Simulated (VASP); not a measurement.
Wanted: the native input for a VASP 6.6.1 run.

| Item | Value |
| --- | --- |
| Task | single point |
| Functional | PBE |
| Potentials or basis | VASP PAW PBE potentials, release 64 (Zr_sv) |
| Cutoff | 520 eV |
| k mesh | 6 × 6 × 4 |
| Occupations | gaussian, width 0.1 eV |
| Spin | no spin polarisation |
| Dipole correction | no |
| Further INCAR settings | ALGO = Normal; EDIFF = 1e-06; NBANDS = 32 |

The structure of Zr lies in POSCAR:

```
Zr
1.0
    5.1648038211      0.0000000000      0.0000000000
   -2.5824019105      4.4728513146      0.0000000000
    0.0000000000      0.0000000000      5.4884388597
Zr
4
Direct
    0.3333333333      0.6666666667      0.5000081086
    0.6666666667      0.3333333333      1.0000081086
    0.6666666667      0.3333333333      0.4999918914
    0.3333333333      0.6666666667     -0.0000081086
```

This isn't the form of Zr at room conditions, which is hcp.

These files were run (other wordings do the same):

INCAR

```
PREC = Accurate ; ENCUT = 520
EDIFF = 1E-6 ; ISMEAR = 0
SIGMA = 0.1 ; LREAL = F
LASPH = T ; NELM = 80
ALGO = Normal ; ISIF = 2
LWAVE = F ; LCHARG = F
GGA = PE ; NBANDS = 32
```

KPOINTS

```
regular mesh
0
Gamma
  6 6 4
```

Potentials or basis: VASP PAW PBE potentials, release 64 (Zr_sv).

Run with:

```console
$ cat potpaw_PBE.64/Zr_sv/POTCAR > POTCAR
$ mpirun -np 1 vasp_std > vasp.out
```

It gave:

```
Pressure               : 0.0 GPa
Band gap on the k mesh : zero (bands 24 and 25 overlap by 0.82 eV)
```

It took 63 s on 1 thread of Intel(R) Xeon(R) Platinum 8259CL CPU @ 2.50GHz (Skylake/Cascade Lake), with other jobs on the host, peak memory 0.27 GiB.
